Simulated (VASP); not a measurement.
# SrAl2O2 (P4/mmm) in VASP: further runs, part 3 of 3

VASP 6.6.1. Earlier steps stand in the parts before.

## Step 5: Single point, PBE, collinear spin, ferromagnetic start

Input file INCAR:

```
SYSTEM = SrAl2O2
ALGO     = Normal         ! electronic algorithm
EDIFF    = 1E-6           ! SCF threshold, eV
ENCUT    = 520            ! plane-wave cutoff, eV
GGA      = PE             ! functional
ISIF     = 2              ! what is computed and relaxed
ISMEAR   = 0              ! smearing method
ISPIN    = 2              ! spin polarisation
LASPH    = .True.         ! aspherical terms in the spheres
LCHARG   = .True.         ! write CHGCAR
LELF     = .True.         ! ELF
LORBIT   = 11             ! projections on sites
LREAL    = .False.        ! projectors in reciprocal space
LVHAR    = .True.       
LWAVE    = .False.        ! write WAVECAR
MAGMOM   = 0 0 0 1 1      ! initial moments
NBANDS   = 26             ! bands
NELM     = 150            ! most SCF steps
PREC     = Accurate       ! precision mode
SIGMA    = 0.1            ! smearing width, eV
```

Input file KPOINTS:

```
k-points
0
Gamma
  4 4 4
  0 0 0
```

Input file POSCAR:

```
SrAl2O2
1.0
    4.0086524400      0.0000000000      0.0000000000
    0.0000000000      4.0086524400      0.0000000000
    0.0000000000      0.0000000000      5.4376190000
Sr Al O
1 2 2
Direct
    0.0000000000      0.0000000000      0.0000000000
    0.5000000000      0.5000000000      0.2399999900
    0.5000000000      0.5000000000      0.7600000100
    0.0000000000      0.5000000000      0.5000000000
    0.5000000000      0.0000000000      0.5000000000
```

The run is started by

```console
$ cat potpaw_PBE.64/Sr_sv/POTCAR potpaw_PBE.64/Al/POTCAR potpaw_PBE.64/O/POTCAR > POTCAR
$ mpirun -np 1 vasp_std > vasp.out
```

It took 62 s on 1 thread of Intel Xeon Platinum 8488C (Sapphire Rapids), shared host; peak memory 0.24 GiB.

It converged, with:

| Quantity | Value |
| --- | --- |
| Free energy | -21.3965 eV |
| Pressure | -7.8 GPa |
| Largest force | 3.927 eV/Å |
| Band gap on the k mesh | zero (filled and empty bands overlap) |
| Net moment | 0.00 μB per cell |
| Valence electrons inside the program's atomic spheres | Sr 8.07; Al 0.70; O 4.81 |

Forces in eV/Å, atoms in the order of the input:
```
Sr   0.000  0.000  0.000
Al   0.000  0.000  3.927
Al   0.000  0.000 -3.927
O    0.000  0.000  0.000
O    0.000  0.000  0.000
```

Stress tensor (GPa, compression positive):
```
  0.55   0.00   0.00
  0.00   0.55   0.00
  0.00   0.00 -24.35
```

Levels at points of the mesh, in eV from the Fermi level:
Spin up:
| k point | band 11 | band 12 | band 13 | band 14 | band 15 | band 16 | band 17 | band 18 |
| --- | --- | --- | --- | --- | --- | --- | --- | --- |
| (0.00, 0.00, 0.00) | -2.38 | -0.79 | -0.79 | 0.39 | 0.67 | 2.11 | 2.73 | 2.73 |
| (0.50, 0.00, 0.00) | -3.25 | -2.59 | -1.52 | -1.44 | 0.72 | 0.90 | 3.48 | 4.20 |
| (0.50, 0.50, 0.00) | -3.37 | -1.23 | -0.32 | -0.12 | 0.10 | 0.10 | 2.91 | 2.91 |
| (0.00, 0.00, 0.50) | -2.70 | -2.12 | -0.82 | -0.82 | 1.52 | 2.24 | 2.24 | 3.61 |
| (0.50, 0.00, 0.50) | -2.24 | -1.90 | -1.62 | -0.28 | -0.05 | 0.21 | 3.18 | 4.18 |
| (0.50, 0.50, 0.50) | -3.13 | -1.23 | -0.12 | 0.91 | 0.91 | 1.59 | 1.59 | 2.26 |
Spin down:
```
           k point  band 10  band 11  band 12  band 13  band 14  band 15  band 16  band 17  band 18  band 19
(0.00, 0.00, 0.00)    -3.75    -2.38    -0.78    -0.78     0.39     0.68     2.11     2.73     2.73     3.06
(0.50, 0.00, 0.00)    -3.33    -3.25    -2.59    -1.52    -1.44     0.72     0.90     3.48     4.20     4.59
(0.50, 0.50, 0.00)    -3.64    -3.37    -1.23    -0.32    -0.12     0.10     0.10     2.91     2.91     5.14
(0.00, 0.00, 0.50)    -2.75    -2.70    -2.12    -0.82    -0.82     1.52     2.24     2.24     3.61     3.85
(0.50, 0.00, 0.50)    -3.22    -2.24    -1.90    -1.62    -0.28    -0.05     0.21     3.18     4.18     4.67
(0.50, 0.50, 0.50)    -3.56    -3.13    -1.22    -0.12     0.91     0.91     1.59     1.59     2.26     3.81
```

Caveat: the k points lie up to 0.39 Å⁻¹ apart, too coarse for converged energies and pressures of a metal; forces of over 1 eV/Å act on the atoms, so gaps and moduli don't describe the material at rest.

## Step 6: Relaxation of cell and atoms, PBE

This run uses another cell than the first one, of 15.73 Å³/atom.

Input file INCAR:

```
  ALGO = Normal
  EDIFF = 1E-6
  EDIFFG = -0.01
  ENCUT = 600
  GGA = PE
  IBRION = 2
  ISIF = 3
  ISMEAR = 0
  LASPH = True
  LCHARG = False
  LREAL = False
  LWAVE = False
  NELM = 100
  NSW = 100
  PREC = Accurate
  SIGMA = 0.1
```

Input file KPOINTS:

```
k-points
0
Gamma
  10 10 8
```

Input file POSCAR:

```
SrAl2O2
1.0
    4.0866839655      0.0000000000      0.0000000000
    0.0000000000      4.0866839655      0.0000000000
    0.0000000000      0.0000000000      4.7103610708
Sr Al O
1 2 2
Direct
    0.0000000000      0.0000000000      0.0000000000
    0.5000000000      0.5000000000      0.2601723815
    0.5000000000      0.5000000000      0.7398276185
    0.0000000000      0.5000000000      0.5000000000
    0.5000000000      0.0000000000      0.5000000000
```

Potentials or basis: VASP PAW PBE potentials, release 64 (Sr_sv, Al, O).

The run is started by

```console
$ cat potpaw_PBE.64/Sr_sv/POTCAR potpaw_PBE.64/Al/POTCAR potpaw_PBE.64/O/POTCAR > POTCAR
$ mpirun -np 1 vasp_std > vasp.out
```

OUTCAR:

```text
EDIFF = 1E-6
   EDIFFG = -0.01
   ENCUT = 600
   GGA = PE
   IBRION = 2
   ISIF = 3
   ISMEAR = 0
   LASPH = True
   LREAL = False
   NELM = 100
   NSW = 100
   PREC = Accurate

 ion  position               nearest neighbor table
   1  0.000  0.000  0.000-   4 3.12   5 3.12   4 3.12   5 3.12   4 3.12   4 3.12   5 3.12   5 3.12
                             2 3.14   3 3.14   2 3.14   3 3.14   2 3.14   3 3.14   2 3.14   3 3.14
   2  0.500  0.500  0.260-   3 2.26   4 2.33   5 2.33   5 2.33   4 2.33   3 2.45   1 3.14   1 3.14
                             1 3.14   1 3.14
   3  0.500  0.500  0.740-   2 2.26   4 2.33   5 2.33   5 2.33   4 2.33   2 2.45   1 3.14   1 3.14
                             1 3.14   1 3.14
   4  0.000  0.500  0.500-   2 2.33   3 2.33   2 2.33   3 2.33   1 3.12   1 3.12   1 3.12   1 3.12

   5  0.500  0.000  0.500-   2 2.33   3 2.33   2 2.33   3 2.33   1 3.12   1 3.12   1 3.12   1 3.12

  LATTYP: Found a simple tetragonal cell.
 ALAT       =     4.0866839655
 C/A-ratio  =     1.1526120225

  Lattice vectors:

 A1 = (   4.0866839655,   0.0000000000,   0.0000000000)
 A2 = (   0.0000000000,   4.0866839655,   0.0000000000)
 A3 = (   0.0000000000,   0.0000000000,   4.7103610708)

Analysis of symmetry for initial positions (statically):
=====================================================================
 Subroutine PRICEL returns:
[... 187 lines left out ...]
  Total       -0.0587048     -0.0587048     -0.4089518      0.0000000      0.0000000      0.0000000
  in kB       -1.1956061     -1.1956061     -8.3288751      0.0000000      0.0000000      0.0000000
  external PRESSURE =      -3.5733625 kB  Pullay stress =       0.0000000 kB
[... 143 lines left out ...]
--------------------------------------- Ionic step        5  -------------------------------------------

 number of electron      27.9999995 magnetization

 Free energy of the ion-electron system (eV)
  ---------------------------------------------------
  ext. energy  EPLUGINS =         0.00000000
  ---------------------------------------------------
  free energy    TOTEN  =       -22.99432920 eV

  energy without entropy =      -22.98473463  energy(sigma->0) =      -22.98953192

 E-fermi :   5.8134     XC(G=0): -10.0561

 val. band max:        5.8125409124   @ k =   0.5000   0.2000   0.1250
 cond. band min:       5.8176253494   @ k =   0.5000   0.4000   0.1250
 fundamental gap:      0.0050844369
 Fermi energy:         5.8134382005

 k-point     1 :       0.0000    0.0000    0.0000
  band No.  band energies     occupation
      1     -29.9546      2.00000
      2     -13.1435      2.00000
      3     -12.0311      2.00000
      4     -12.0311      2.00000
      5     -12.0005      2.00000
      6     -11.9582      2.00000
[... 481 lines left out ...]
      5     -11.9129      2.00000
      6     -11.8801      2.00000
[... 10 lines left out ...]
     17       7.7527      0.00000
     18       8.8017      0.00000

 [... further k-points ...]

------------------------ aborting loop because EDIFF is reached ----------------------------------------

  FORCE on cell =-STRESS in cart. coord.  units (eV):
  Direction    XX          YY          ZZ          XY          YZ          ZX
  --------------------------------------------------------------------------------------
  -------------------------------------------------------------------------------------
  Total        0.0191142      0.0191142      0.0002393      0.0000000     -0.0000000      0.0000000
  in kB        0.3910381      0.3910381      0.0048949      0.0000000     -0.0000000      0.0000000
  external PRESSURE =       0.2623237 kB  Pullay stress =       0.0000000 kB
[... 20 lines left out ...]
  FREE ENERGIE OF THE ION-ELECTRON SYSTEM (eV)
  ---------------------------------------------------
  free  energy   TOTEN  =       -22.9943291977 eV

  energy  without entropy=      -22.9847346332  energy(sigma->0) =      -22.98953192

 reached required accuracy - stopping structural energy minimisation
```

Wall time 5.3 min (1 thread of Intel Xeon Platinum 8488C (Sapphire Rapids), shared host); peak memory 0.36 GiB.

What came out:

```yaml
Free_energy: -22.9943 eV
Relaxed_volume: 15.66 Å³/atom
Relaxed_cell: a = 4.085 Å, b = 4.085 Å, c = 4.694 Å, α = 90.00°, β = 90.00°, γ = 90.00°
Space_group_after_relaxing_to_0.1_Å: P4/mmm (No. 123)
Energy_gained_by_relaxing: 0.2 meV/atom
Ionic_steps: 5
Pressure_after_relaxing: 0.0 GPa
Band_gap_on_the_k_mesh: zero (bands 14 and 15 overlap by 1.66 eV)
```

Step by step:
```tsv
step	energy change (eV)	largest force (eV/Å)	pressure (GPa)	volume (Å³)
1	0.0000	0.0033	-0.36	78.67
2	-0.0006	0.0719	0.11	78.27
3	-0.0007	0.0562	0.02	78.35
4	-0.0007	0.0363	0.03	78.29
5	-0.0008	0.0002	0.03	78.32
```

Final structure:
```yaml
crystal:
  lattice:
    - [4.08481, 0.00000, 0.00000]
    - [0.00000, 4.08481, 0.00000]
    - [0.00000, 0.00000, 4.69359]
  atoms:
    - { symbol: Sr, position: [0.00000, 0.00000, 0.00000] }
    - { symbol: Al, position: [0.50000, 0.50000, 0.25987] }
    - { symbol: Al, position: [0.50000, 0.50000, 0.74013] }
    - { symbol: O, position: [0.00000, 0.50000, 0.50000] }
    - { symbol: O, position: [0.50000, 0.00000, 0.50000] }
```

## Step 7: Summary

```csv
task,spin,cell,k mesh,cutoff (eV),gap on the mesh (eV),pressure (GPa),moment (μB),relaxed volume (Å³/atom),largest force (eV/Å)
relaxation of cell and atoms,off,"relaxed from a = 4.009, b = 4.009, c = 5.438 Å, 5 atoms, atomic positions A",4 × 4 × 4,600,none,0.0,-,15.72,0.01
single point,off,"a = 4.085, b = 4.085, c = 4.695 Å, 5 atoms, atomic positions B",10 × 10 × 8,520,none,0.0,-,-,0.01
single point,"collinear, ferromagnetic start","a = 4.087, b = 4.087, c = 4.710 Å, 5 atoms, atomic positions C",4 × 4 × 4,520,none,0.0,0.00,-,0.02
single point,"collinear, ferromagnetic start","a = 4.009, b = 4.009, c = 5.438 Å, 5 atoms, atomic positions A",4 × 4 × 4,520,none,-7.8,0.00,-,3.93
relaxation of cell and atoms,off,"relaxed from a = 4.087, b = 4.087, c = 4.710 Å, 5 atoms, atomic positions C",10 × 10 × 8,600,none,0.0,-,15.66,-
```

Alike in all rows: level PBE; potentials or basis VASP PAW PBE potentials, release 64 (Sr_sv, Al, O); smearing gaussian 0.1 eV.

Caveats: some runs use coarse meshes; forces of over 1 eV/Å act on the atoms, so gaps and moduli don't describe the material at rest (at least some runs).

Absolute energies hang on the potentials; compare differences alone.

The gap in the log of VASP goes by the Fermi energy; the results here count the filled bands.